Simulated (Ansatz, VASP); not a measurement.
## One calculation of Hf2N, two programs

INCAR

```
SYSTEM = Hf2N
ALGO = Normal
EDIFF = 1E-6
ENCUT = 520
GGA = PS
ISIF = 2
ISMEAR = 0
LASPH = .TRUE.
LCHARG = .FALSE.
LREAL = .FALSE.
LWAVE = .FALSE.
NBANDS = 34
NELM = 100
PREC = Accurate
SIGMA = 0.15
```

KPOINTS

```
k-points
0
G
  8 8 14
  0 0 0
```

POSCAR

```
Hf2N
1.0
    5.2702447288      0.0000000000      0.0000000000
    0.0000000000      5.2702447288      0.0000000000
    0.0000000000      0.0000000000      3.3882403361
Hf N
4 2
Direct
    0.2954631013      0.2954631013      0.0000000000
    0.7045368987      0.7045368987      0.0000000000
    0.7954631013      0.2045368987      0.5000000000
    0.2045368987      0.7954631013      0.5000000000
    0.0000000000      0.0000000000      0.0000000000
    0.5000000000      0.5000000000      0.5000000000
```

Input for Ansatz:

```yaml
crystal:
  lattice:
    - [5.2702447288, 0.0, 0.0]
    - [0.0, 5.2702447288, 0.0]
    - [0.0, 0.0, 3.3882403361]
  atoms:
    - { symbol: Hf, position: [0.2954631013, 0.2954631013, 0.0] }
    - { symbol: Hf, position: [0.7045368987, 0.7045368987, 0.0] }
    - { symbol: Hf, position: [0.7954631013, 0.2045368987, 0.5] }
    - { symbol: Hf, position: [0.2045368987, 0.7954631013, 0.5] }
    - { symbol: "N", position: [0.0, 0.0, 0.0] }
    - { symbol: "N", position: [0.5, 0.5, 0.5] }
basis:
  ecutwfc: 520.0
kpoints:
  mp_grid: { grid: [8, 8, 14] }
hamiltonian:
  xc: pbesol
  pseudopotentials: { kind: paw, azcp: { folder: soft_1 } }
scf:
  occupations: { method: gaussian, width: 0.15 }
output:
  forces: true
  stress: true
  eigenvalues: true
```

Alike in both runs: task single point; functional PBEsol; k mesh 8 × 8 × 14; occupations gaussian, width 0.15 eV; no spin polarisation.

```csv
,VASP,Ansatz
version,VASP 6.6.1,Ansatz 0.2.0
potentials or method,"VASP PAW PBE potentials, release 64 (Hf_pv, N), cutoff 520 eV","scalar-relativistic, plane waves, PAW"
valence electrons in the cell,50,114
```

|  | VASP | Ansatz | Ansatz less VASP |
| --- | --- | --- | --- |
| gap on the k mesh at the Fermi level (eV) | none | none | - |
| pressure (GPa) | -8.4 | -7.5 | +0.96 |
| traceless stress, the component that is largest in VASP (GPa) | -9.47 | -9.34 | +0.129 |
| rms of the force components (eV/Å) | 0.035 | 0.037 | +0.0024 |

VASP's potentials were made for PBE, not for PBEsol, and Ansatz warns of the same on its side. Atom by atom the forces differ by 0.002 eV/Å (rms over components). A gap of «none» marks a metal or a gap that the smearing closes. VASP's potentials hold 50 valence electrons a cell and Ansatz's 114, so a difference there can come from the potentials and not from the codes.

Neither program's run includes spin-orbit coupling.
